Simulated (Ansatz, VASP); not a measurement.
# One calculation of Sb, two programs

INCAR

```
PREC = Accurate
ENCUT = 520
EDIFF = 1E-7
ISMEAR = 0
SIGMA = 0.15
LREAL = False
LASPH = True
NELM = 100
ALGO = Normal
ISIF = 2
LWAVE = False
LCHARG = True
GGA = CA
LELF = True
LVHAR = True
NBANDS = 8
```

Contents of KPOINTS:

```
Automatic mesh
0
Gamma
  18 18 18
```

File POSCAR:

```
Sb
1.0
    0.0000000000      2.3712425216      2.4898046477
    2.3712425216      0.0000000000      2.4898046477
    2.3712425216      2.3712425216      0.0000000000
Sb
1
Direct
    0.0000000000      0.0000000000      0.0000000000
```

Input for Ansatz:

```yaml
crystal:
  lattice:
    - [0.0, 2.3712425216, 2.4898046477]
    - [2.3712425216, 0.0, 2.4898046477]
    - [2.3712425216, 2.3712425216, 0.0]
  atoms:
    - { symbol: Sb, position: [0.0, 0.0, 0.0] }
basis:
  ecutwfc: 420
kpoints:
  mp_grid: { grid: [18, 18, 18] }
hamiltonian:
  xc: lda
scf:
  occupations: { method: gaussian, width: 0.15 }
output:
  forces: true
  stress: true
  eigenvalues: true
```

Change from the starting cell: strain +0.000 along x and y, +0.050 along z, atoms carried along.

Alike in both runs: task single point; functional LDA; k mesh 18 × 18 × 18; occupations gaussian, width 0.15 eV; no spin polarisation.

|  | VASP | Ansatz |
| --- | --- | --- |
| version | VASP 6.6.1 | Ansatz 0.2.0 |
| potentials or method | VASP PAW LDA potentials, release 64 (Sb), cutoff 520 eV | scalar-relativistic, plane waves, PAW |
| valence electrons in the cell | 5 | 15 |

|  | VASP | Ansatz | Ansatz less VASP |
| --- | --- | --- | --- |
| gap on the k mesh at the Fermi level (eV) | none | none | - |
| pressure (GPa) | -4.9 | -4.9 | -0.03 |
| traceless stress, the component that is largest in VASP (GPa) | 0.61 | 0.61 | 0.000 |

LDA's correlation is that of Perdew and Zunger in VASP and of Perdew and Wang (1992) in Ansatz. A gap of «none» marks a metal or a gap that the smearing closes. VASP's potentials hold 5 valence electrons a cell and Ansatz's 15, so a difference there can come from the potentials and not from the codes.

Neither program's run includes spin-orbit coupling.
